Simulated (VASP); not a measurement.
SnO, 4 atoms in the cell. The structure is tetragonal, space group P4/nmm (No. 129). Conventional cell: a = 3.814 Å, b = 3.814 Å, c = 4.887 Å, α = 90.00°, β = 90.00°, γ = 90.00°. Within 2.9 Å of Sn (site symmetry 4mm) lie 4 O at 2.23 Å. Within 2.9 Å of O (site symmetry -4m2) lie 4 Sn at 2.23 Å and 4 O at 2.70 Å. 

| Property | Result |
| --- | --- |
| Program | VASP 6.6.1 |
| Task | relaxation of cell and atoms |
| Functional | PBEsol |
| Potentials or basis | VASP PAW PBE potentials, release 64 (Sn_d, O) |
| Cutoff | 600 eV |
| k mesh | 7 × 7 × 6 |
| Occupations | fermi-dirac, width 0.05 eV |
| Spin | no spin polarisation |
| Target pressure | 20 GPa |
| Dipole correction | no |
| Further INCAR settings | ALGO = Normal; EDIFF = 1e-06; IBRION = 2; EDIFFG = -0.01; NSW = 60; ISIF = 3 |

Potentials or basis: VASP PAW PBE potentials, release 64 (Sn_d, O).

Launch:

```bash
$ cat potpaw_PBE.64/Sn_d/POTCAR potpaw_PBE.64/O/POTCAR > POTCAR
$ mpirun -np 1 vasp_std > vasp.out
```

Hardware: 1 thread of Intel(R) Xeon(R) Platinum 8488C (Sapphire Rapids) (shared host).

Problem. How long does it take, and how much memory?

Solution. Wall time 8.4 min on 1 thread of Intel(R) Xeon(R) Platinum 8488C (Sapphire Rapids) (shared host), peak memory 0.24 GiB. Counts: scf iterations 112, k points 40, ion steps 13.
